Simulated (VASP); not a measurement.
# Re (P-1) in VASP: single point with PBE

Aim: the single point of Re with PBE.

Program: VASP 6.6.1. These are calculated values, not measurements. Logs are shortened: lines on timing, memory, paths and dates and some standing lists are left out, and cuts for length are marked.

### Step 1. The cell of the first run

The typed cell holds 1 atom: a = 2.734 Å, b = 2.719 Å, c = 2.803 Å, α = 62.59°, β = 62.87°, γ = 58.92°.

### Step 2. Single point, PBE (the cell strained at random)

INCAR

```
SYSTEM = Re
  PREC = Accurate
  ENCUT = 520
  EDIFF = 1E-6
  ISMEAR = 0
  SIGMA = 0.1
  LREAL = .FALSE.
  LASPH = .TRUE.
  NELM = 100
  ALGO = Fast
  ISIF = 2
  LWAVE = .FALSE.
  LCHARG = .FALSE.
  GGA = PE
  NBANDS = 10
```

KPOINTS

```
regular mesh
0
G
  16 16 16
  0 0 0
```

POSCAR

```
Re
1.0
   -0.0170640000      1.8893837500      1.9757110000
    1.8809702500     -0.0052535000      1.9639005000
    1.9824062500      1.9790092500     -0.1066895000
Re
1
Direct
    0.0000000000      0.0000000000      0.0000000000
```

Potentials or basis: VASP PAW PBE potentials, release 64 (Re).

Command:

```
cat potpaw_PBE.64/Re/POTCAR > POTCAR
mpirun -np 1 vasp_std > vasp.out
```

OUTCAR:

```text
SYSTEM = Re
   PREC = Accurate
   ENCUT = 520
   EDIFF = 1E-6
   ISMEAR = 0
   LREAL = .FALSE.
   LASPH = .TRUE.
   NELM = 100
   ISIF = 2
   GGA = PE

 ion  position               nearest neighbor table
   1  0.000  0.000  0.000-

  LATTYP: Found a triclinic cell.
 ALAT       =     2.7193715918
 B/A-ratio  =     0.9862024102
 C/A-ratio  =     1.0308175059
 COS(alpha) =     0.0019195198
 COS(beta)  =     0.4603147875
 COS(gamma) =     0.4877183184

  Lattice vectors:

 A1 = (   1.8809702500,  -0.0052535000,   1.9639005000)
 A2 = (   1.8980342500,  -1.8946372500,  -0.0118105000)
 A3 = (   1.9824062500,   1.9790092500,  -0.1066895000)

Analysis of symmetry for initial positions (statically):
=====================================================================
 Subroutine PRICEL returns:
 Original cell was already a primitive cell.

 Routine SETGRP: Setting up the symmetry group for a
 triclinic supercell.

 Subroutine GETGRP returns: Found  2 space group operations
 (whereof  2 operations were pure point group operations)
 out of a pool of  2 trial point group operations.

The static configuration has the point symmetry S_2 .

Analysis of symmetry for dynamics (positions and initial velocities):
=====================================================================
 Subroutine PRICEL returns:
 Original cell was already a primitive cell.

 Routine SETGRP: Setting up the symmetry group for a
 triclinic supercell.

 Subroutine GETGRP returns: Found  2 space group operations
 (whereof  2 operations were pure point group operations)
 out of a pool of  2 trial point group operations.

The dynamic configuration has the point symmetry S_2 .

 Subroutine INISYM returns: Found  2 space group operations
 (whereof  2 operations are pure point group operations),
 and found     1 'primitive' translations

----------------------------------------------------------------------------------------

                                     Primitive cell

  volume of cell :      15.1764

  direct lattice vectors                    reciprocal lattice vectors
    -0.017064000  1.889383750  1.975711000    -0.256056740  0.269756418  0.245965759
     1.880970250 -0.005253500  1.963900500     0.270916071 -0.257956041  0.249024713
     1.982406250  1.979009250 -0.106689500     0.245179603  0.247078903 -0.234165382

  length of vectors
     2.733769575  2.719371592  2.803175842     0.445906643  0.449388634  0.419516922

  position of ions in fractional coordinates (direct lattice)
     0.000000000  0.000000000  0.000000000

  ion indices of the primitive-cell ions
   primitive index   ion index
                 1           1

----------------------------------------------------------------------------------------

 KPOINTS: regular mesh

Automatic generation of k-mesh.
 Grid dimensions read from file:
 generate k-points for:   16   16   16

 Generating k-lattice:

  Cartesian coordinates                     Fractional coordinates (reciprocal lattice)
    -0.016003546  0.016859776  0.015372860     0.062500000  0.000000000 -0.000000000
     0.016932254 -0.016122253  0.015564045    -0.000000000  0.062500000 -0.000000000
     0.015323725  0.015442431 -0.014635336    -0.000000000  0.000000000  0.062500000

  Length of vectors
     0.027869165  0.028086790  0.026219808

  Shift w.r.t. Gamma in fractional coordinates (k-lattice)
     0.000000000  0.000000000  0.000000000

 Subroutine IBZKPT returns following result:
 ===========================================

 Found   2052 irreducible k-points:

 Following reciprocal coordinates:
            Coordinates               Weight
  0.000000  0.000000  0.000000      1.000000
  0.062500 -0.000000 -0.000000      2.000000
  0.125000 -0.000000 -0.000000      2.000000
  0.187500 -0.000000 -0.000000      2.000000
  0.250000 -0.000000 -0.000000      2.000000
  0.312500  0.000000 -0.000000      2.000000
[... 16 lines left out ...]
 -0.187500  0.062500  0.000000      2.000000
 -0.125000  0.062500  0.000000      2.000000
 [... further k-points ...]
   k-points           NKPTS =   2052   k-points in BZ     NKDIM =   2052   number of bands    NBANDS=     10
   number of dos      NEDOS =    301   number of ions     NIONS =      1
   total plane-waves  NPLWV =   9600
   dimension x,y,z NGX =    20 NGY =   20 NGZ =   24
   dimension x,y,z NGXF=    40 NGYF=   40 NGZF=   48
   ions per type =               1
   NGX,Y,Z   is equivalent  to a cutoff of  12.16, 12.23, 14.23 a.u.
   NGXF,Y,Z  is equivalent  to a cutoff of  24.32, 24.45, 28.47 a.u.
 SYSTEM =  Re
   PREC   = accura    normal or accurate (medium, high low for compatibility)
   ISTART =      0    job   : 0-new  1-cont  2-samecut
   ICHARG =      2    charge: 1-file 2-atom 10-const
   ISPIN  =      1    spin polarized calculation?
   LNONCOLLINEAR =      F non collinear calculations
   LSORBIT =      F    spin-orbit coupling
   LASPH  =      T    aspherical Exc in radial PAW
   ENCUT  =  520.0 eV  38.22 Ry    6.18 a.u.   5.08  5.06  5.21*2*pi/ulx,y,z
   NELM   =    100;   NELMIN=  2; NELMDL= -5     # of ELM steps
   EDIFF  = 0.1E-05   stopping-criterion for ELM
   LREAL  =      F    real-space projection
   EDIFFG = 0.1E-04   stopping-criterion for IOM
   NSW    =      0    number of steps for IOM
   IBRION =     -1    ionic relax: 0-MD 1-quasi-New 2-CG
   NFREE  =      0    steps in history (QN), initial steepest desc. (CG)
   ISIF   =      2    stress and relaxation
   ISYM   =      2    0-nonsym 1-usesym 2-fastsym
   POTIM  = 0.5000    time-step for ionic-motion
   TEBEG  =    0.0;   TEEND  =   0.0 temperature during run
   PSTRESS=    0.0 pullay stress
   NELECT =       7.0000    total number of electrons
   NUPDOWN=      -1.0000    fix difference up-down
   EMIN   =  10.00;   EMAX   =-10.00  energy-range for DOS
   EFERMI =   0.00;   METHOD = LEGACY
   ISMEAR =     0;   SIGMA  =   0.10  broadening in eV -4-tet -1-fermi 0-gaus
   EFERMI_NEDOS =   21; number of points for ismear=-14 and -15
   IALGO  =     68    algorithm
   IMIX   =      4    mixing-type and parameters
     AMIX     =   0.40;   BMIX     =  1.00
     AMIX_MAG =   1.60;   BMIX_MAG =  1.00
  volume/ion in A,a.u.               =      15.18       102.42
  Fermi-wavevector in a.u.,A,eV,Ry     =   1.264886  2.390288 21.768456  1.599936
  Thomas-Fermi vector in A             =   2.398168
   LORBIT       =      0    0 simple, 1 ext, 2 COOP (PROOUT), +10 PAW based schemes
   GGA     = PE    functional components
   LHFCALC =     F    Hartree Fock is set to
   AEXX    =    0.0000 exact exchange contribution
   IVDW    =     0    specifies the selected vdW correction
   LEPSILON=     F    determine dielectric tensor
   LRPA    =     F    only Hartree local field effects (RPA)
 non-spin polarized calculation
 RMM-DIIS sequential band-by-band and
 Gauss-broadening in eV      SIGMA  =   0.10
  energy-cutoff  :      520.00
  volume of cell :       15.18
 maximum number of plane-waves:       419
   NGX = 11   NGY = 11   NGZ = 11

 number of electron       7.0000000 magnetization

 Free energy of the ion-electron system (eV)
  ---------------------------------------------------
  ext. energy  EPLUGINS =         0.00000000
  ---------------------------------------------------
  free energy    TOTEN  =       -12.27149944 eV

  energy without entropy =      -12.26673859  energy(sigma->0) =      -12.26911902

 E-fermi :   7.8208     XC(G=0): -13.5538

 val. band max:        7.8205921021   @ k =  -0.1875   0.1875   0.2500
 cond. band min:       7.8217173006   @ k =  -0.1250   0.5000   0.3750
 fundamental gap:      0.0011251985
 Fermi energy:         7.8207748548

 k-point     1 :       0.0000    0.0000    0.0000
  band No.  band energies     occupation
      1      -2.1346      2.00000
      2       5.0043      2.00000
      3       6.2171      2.00000
      4       6.4794      2.00000
      5       8.6824      0.00000
      6       9.4936      0.00000
      7      21.5956      0.00000
      8      25.6461      0.00000
      9      27.8133      0.00000
     10      28.3536      0.00000

 k-point     2 :       0.0625   -0.0000   -0.0000
  band No.  band energies     occupation
      1      -1.9534      2.00000
      2       5.0747      2.00000
      3       6.1823      2.00000
      4       6.5037      2.00000
      5       8.6194      0.00000
      6       9.3840      0.00000
      7      21.9484      0.00000
      8      25.7041      0.00000
      9      27.4594      0.00000
     10      28.2509      0.00000

 k-point     3 :       0.1250   -0.0000   -0.0000
  band No.  band energies     occupation
      1      -1.4346      2.00000
      2       5.2313      2.00000
      3       5.9378      2.00000
      4       6.7652      2.00000
      5       8.4953      0.00000
      6       9.1249      0.00000
      7      22.8315      0.00000
      8      24.9348      0.00000
      9      27.6766      0.00000
     10      29.0999      0.00000

 k-point     4 :       0.1875   -0.0000   -0.0000
  band No.  band energies     occupation
      1      -0.6641      2.00000
      2       5.2617      2.00000
      3       5.7736      2.00000
      4       7.0610      2.00000
      5       8.5321      0.00000
      6       8.9232      0.00000
      7      22.8617      0.00000
      8      24.7555      0.00000
      9      29.0474      0.00000
     10      30.4393      0.00000

 k-point     5 :       0.2500   -0.0000   -0.0000
  band No.  band energies     occupation
      1       0.1785      2.00000
      2       5.2154      2.00000
      3       5.7497      2.00000
      4       7.0621      2.00000
      5       8.8570      0.00000
      6       9.2104      0.00000
      7      21.6275      0.00000
      8      25.3738      0.00000
      9      30.3906      0.00000
     10      31.9629      0.00000

 k-point     6 :       0.3125    0.0000   -0.0000
  band No.  band energies     occupation
      1       0.8169      2.00000
      2       5.4395      2.00000
      3       5.7552      2.00000
      4       6.8355      2.00000
      5       9.3438      0.00000
      6      10.0721      0.00000
      7      20.4006      0.00000
      8      24.3454      0.00000
      9      30.2961      0.00000
     10      32.0678      0.00000
[... 183 lines left out ...]
 k-point    21 :      -0.3125    0.0625    0.0000
  band No.  band energies     occupation
      1       1.1361      2.00000
      2       5.3862      2.00000
      3       5.8176      2.00000
      4       6.6928      2.00000
      5       9.2334      0.00000
      6      11.0482      0.00000
      7      20.1109      0.00000
      8      23.9396      0.00000
      9      29.0808      0.00000
     10      31.5463      0.00000

 k-point    22 :      -0.2500    0.0625    0.0000
  band No.  band energies     occupation
      1       0.6223      2.00000
      2       5.0437      2.00000
      3       5.8793      2.00000
      4       6.9729      2.00000
      5       8.5888      0.00000
      6      10.0110      0.00000
      7      21.3275      0.00000
      8      25.4293      0.00000
      9      29.4106      0.00000
     10      31.4686      0.00000

 k-point    23 :      -0.1875    0.0625    0.0000
  band No.  band energies     occupation
      1      -0.1871      2.00000
      2       5.1219      2.00000
      3       5.8778      2.00000
      4       7.1182      2.00000
      5       8.3459      0.00000
      6       9.1745      0.00000
      7      22.6216      0.00000
      8      25.2135      0.00000
      9      28.4486      0.00000
     10      32.0160      0.00000

 k-point    24 :      -0.1250    0.0625    0.0000
  band No.  band energies     occupation
      1      -1.0111      2.00000
      2       5.4710      2.00000
      3       5.6768      2.00000
      4       6.9200      2.00000
      5       8.5886      0.00000
      6       8.7742      0.00000
      7      23.4756      0.00000
      8      24.5572      0.00000
      9      27.3605      0.00000
     10      30.1494      0.00000

 [... further k-points ...]

------------------------ aborting loop because EDIFF is reached ----------------------------------------

  FORCE on cell =-STRESS in cart. coord.  units (eV):
  Direction    XX          YY          ZZ          XY          YZ          ZX
  --------------------------------------------------------------------------------------
  -------------------------------------------------------------------------------------
  Total        0.1713468      0.1674510     -0.9701771     -0.9058537      0.8980449      1.1151982
  in kB       18.0891448     17.6778621   -102.4219718    -95.6313288     94.8069500    117.7319096
  external PRESSURE =     -22.2183216 kB  Pullay stress =       0.0000000 kB

 VOLUME and BASIS-vectors are now :
 -----------------------------------------------------------------------------
  energy-cutoff  :      520.00
  volume of cell :       15.18
      direct lattice vectors                 reciprocal lattice vectors
    -0.017064000  1.889383750  1.975711000    -0.256056740  0.269756418  0.245965759
     1.880970250 -0.005253500  1.963900500     0.270916071 -0.257956041  0.249024713
     1.982406250  1.979009250 -0.106689500     0.245179603  0.247078903 -0.234165382

 POSITION                                       TOTAL-FORCE (eV/Angst)
 -----------------------------------------------------------------------------------
      0.00000      0.00000      0.00000        -0.000000      0.000000      0.000000
 -----------------------------------------------------------------------------------
    total drift:                                0.000000     -0.000000     -0.000000

  FREE ENERGIE OF THE ION-ELECTRON SYSTEM (eV)
  ---------------------------------------------------
  free  energy   TOTEN  =       -12.2714994419 eV

  energy  without entropy=      -12.2667385912  energy(sigma->0) =      -12.26911902
```

Wall time 5.8 min (1 thread of Intel Xeon 8259CL, shared host); peak memory 0.42 GiB.

What came out:

```
Free energy            : -12.2715 eV
Pressure               : -2.2 GPa
Band gap on the k mesh : zero (an odd number of electrons rules out a gap without spin polarisation)
```

Levels at points of the mesh, in eV from the Fermi level:
| k point | band 1 | band 2 | band 3 | band 4 | band 5 | band 6 | band 7 | band 8 | band 9 |
| --- | --- | --- | --- | --- | --- | --- | --- | --- | --- |
| (0.00, 0.00, 0.00) | -9.96 | -2.82 | -1.60 | -1.34 | 0.86 | 1.67 | 13.77 | 17.83 | 19.99 |
| (0.50, 0.00, 0.00) | -6.67 | -2.70 | -1.48 | 0.32 | 2.79 | 4.29 | 9.93 | 13.26 | 18.73 |
| (0.00, 0.50, 0.00) | -6.65 | -2.77 | -1.51 | 0.45 | 2.91 | 4.31 | 10.08 | 13.15 | 18.60 |
| (0.50, 0.50, 0.00) | -6.64 | -5.73 | 2.09 | 3.39 | 4.09 | 4.56 | 11.77 | 11.87 | 13.28 |
| (0.00, 0.00, 0.50) | -6.88 | -2.12 | -1.55 | -0.62 | 3.17 | 3.56 | 8.41 | 13.96 | 20.45 |
| (0.50, 0.00, 0.50) | -6.59 | -5.80 | 2.97 | 3.27 | 4.12 | 4.70 | 10.75 | 12.85 | 12.94 |
| (0.00, 0.50, 0.50) | -6.60 | -5.79 | 2.95 | 3.18 | 4.15 | 4.71 | 10.98 | 12.68 | 12.92 |
| (0.50, 0.50, 0.50) | -6.65 | -3.12 | -1.19 | 0.48 | 3.36 | 4.09 | 10.00 | 13.00 | 18.37 |

Caveat: the cell differs from its parent crystal (the cell strained at random); spin-orbit coupling is left out, which moves the levels of the heavy elements.
